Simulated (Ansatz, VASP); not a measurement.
## CaO in VASP and in Ansatz

```
Ca O
1.0
     0.00000    2.39755    2.39755
     2.39755    0.00000    2.39755
     2.39755    2.39755    0.00000
Ca O
1 1
Cartesian
  0.0000 0.0000 0.0000
  2.3975 2.3975 2.3975
```

Alike in both runs: task single point; functional r2SCAN; k mesh 6 × 6 × 6; occupations methfessel-paxton of order 1, width 0.001 eV; no spin polarisation.

```csv
,VASP,Ansatz
version,VASP 6.6.1,Ansatz 0.2.0
potentials or method,"VASP PAW PBE potentials, release 64 (Ca_sv, O_h)",plane waves
plane-wave cutoff (eV),1480,500
valence electrons in the cell,16,16
```

|  | VASP | Ansatz | Ansatz less VASP |
| --- | --- | --- | --- |
| gap on the k mesh at the Fermi level (eV) | 4.19 | 4.20 | +0.007 |
| pressure (GPa) | 1.0 | 0.0 | -0.99 |

VASP's potentials were made for PBE, not for r2SCAN. The functional is the same, so the differences come from potentials, cutoffs and numerics.
